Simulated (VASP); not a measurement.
Crystal: NaF.

```xyz
2
Lattice="0.0000 2.1635 2.2972 2.1635 0.0000 2.2972 2.1635 2.1635 0.0000" Properties=species:S:1:pos:R:3 pbc="T T T"
Na    0.0000    0.0000    0.0000
F     2.1635    2.1635    2.2972
```

This cell differs from its parent crystal: biaxial xy strain -5.8%.

Program: VASP 6.6.1. Alike in all runs: task single point; potentials or basis VASP PAW PBE potentials, release 64 (Na_pv, F); no spin polarisation; cell as given; cutoff (eV) 520.

**Question.** Order these runs on this cell by their pressure, lowest first.
A. level PBE; k mesh 10 × 10 × 10; smearing fermi-dirac 0.02 eV
B. level HSE06; k mesh 6 × 6 × 6; smearing gaussian 0.01 eV; grid for exact exchange (PRECFOCK) Normal; share of exact exchange 0.25; screening parameter 0.2079 1/Å
C. level r2SCAN; k mesh 10 × 10 × 10; smearing gaussian 0.01 eV

**Answer.** C (9.0 GPa), B (11.4 GPa), A (13.8 GPa).

Caveats: the cell stands under pressure; the PAW data sets were made with another functional, which shifts forces and pressure a little (at least some runs).
